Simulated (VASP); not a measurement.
The system is TaN.

```
Ta N
1.0
     5.12578    0.00000    0.00000
    -2.56289    4.43905    0.00000
     0.00000    0.00000    2.87166
Ta N
3 3
Cartesian
  0.0000 2.9594 1.4358
  2.5629 1.4797 1.4358
  0.0000 0.0000 0.0000
  2.0137 0.0000 0.0000
  1.5561 2.6952 0.0000
  -1.0068 1.7439 0.0000
```

Base run:

- Program: VASP 6.6.1
- Functional: PBEsol
- Potentials or basis: VASP PAW PBE potentials, release 64 (Ta_sv_GW, N)
- Cutoff: 600 eV
- k mesh: 5 × 5 × 8
- Occupations: fermi-dirac, width 0.1 eV
- Spin: no spin polarisation

Its results: band gap on the k mesh zero (band 27 reaches 14.80 eV, above the bottom of band 28 at 11.53 eV); pressure 10.7 GPa; largest force 0.173 eV/Å.

Question: The run is repeated on the same cell with these changes: potentials or basis from VASP PAW PBE potentials, release 64 (Ta_sv_GW, N) to VASP PAW PBE potentials, release 64 (Ta_pv, N); cutoff from 600 eV to 520 eV; further incar settings from ALGO = Normal; EDIFF = 1e-06; NBANDS = 36 to ALGO = Normal; EDIFF = 1e-07; NBANDS = 33; valence electrons from 54 to 48. What comes out?

Answer: Band gap on the k mesh zero (band 24 reaches 10.65 eV, above the bottom of band 25 at 7.38 eV); pressure 11.5 GPa; largest force 0.180 eV/Å.

Caveats: the PAW data sets were made with another functional, which shifts forces and pressure a little; spin-orbit coupling is left out, which moves the levels of the heavy elements.
